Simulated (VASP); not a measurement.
Write the native input for VASP 6.6.1 that does the following.

* Task: single point
* Functional: PBEsol
* Potentials or basis: VASP PAW PBE potentials, release 64 (Ca_sv, O)
* Cutoff: 520 eV
* k mesh: 7 × 7 × 7
* Occupations: gaussian, width 0.01 eV
* Spin: no spin polarisation
* Dipole correction: no
* Further INCAR settings: ALGO = Normal; EDIFF = 1e-07; NBANDS = 15

The structure of CaO (Lime) lies in POSCAR:

```
CaO
1.0
    0.0000000000      2.2823820660      2.2823820660
    2.2823820660      0.0000000000      2.2823820660
    2.2823820660      2.2823820660      0.0000000000
Ca O
1 1
Direct
    0.0000000000      0.0000000000      0.0000000000
    0.5000000000      0.5000000000      0.5000000000
```

These files were run (other wordings do the same):

INCAR

```
PREC     = Accurate       # precision mode
ENCUT    = 520            # plane-wave cutoff, eV
EDIFF    = 1E-7           # SCF threshold, eV
ISMEAR   = 0              # smearing method
SIGMA    = 0.01           # smearing width, eV
LREAL    = False          # projectors in reciprocal space
LASPH    = True           # aspherical terms in the spheres
NELM     = 100            # most SCF steps
ALGO     = Normal         # electronic algorithm
ISIF     = 2              # what is computed and relaxed
LWAVE    = False          # write WAVECAR
LCHARG   = False          # write CHGCAR
GGA      = PS             # functional
NBANDS   = 15             # bands
```

KPOINTS

```
regular mesh
0
Gamma
  7 7 7
```

Potentials or basis: VASP PAW PBE potentials, release 64 (Ca_sv, O).

The run is started by

```sh
$ cat potpaw_PBE.64/Ca_sv/POTCAR potpaw_PBE.64/O/POTCAR > POTCAR
$ mpirun -np 1 vasp_std > vasp.out
```

Results of the run:

| Property | Result |
| --- | --- |
| Pressure | 21.2 GPa |
| Band gap on the k mesh | 3.51 eV, indirect (least direct gap 3.84 eV) |

Caveat: the PAW data sets were made with another functional, which shifts forces and pressure a little.

Wall time 11 s on 1 thread of AMD EPYC 7R43 64-Core Processor (Zen 3), on a shared host, peak memory 0.1 GiB.
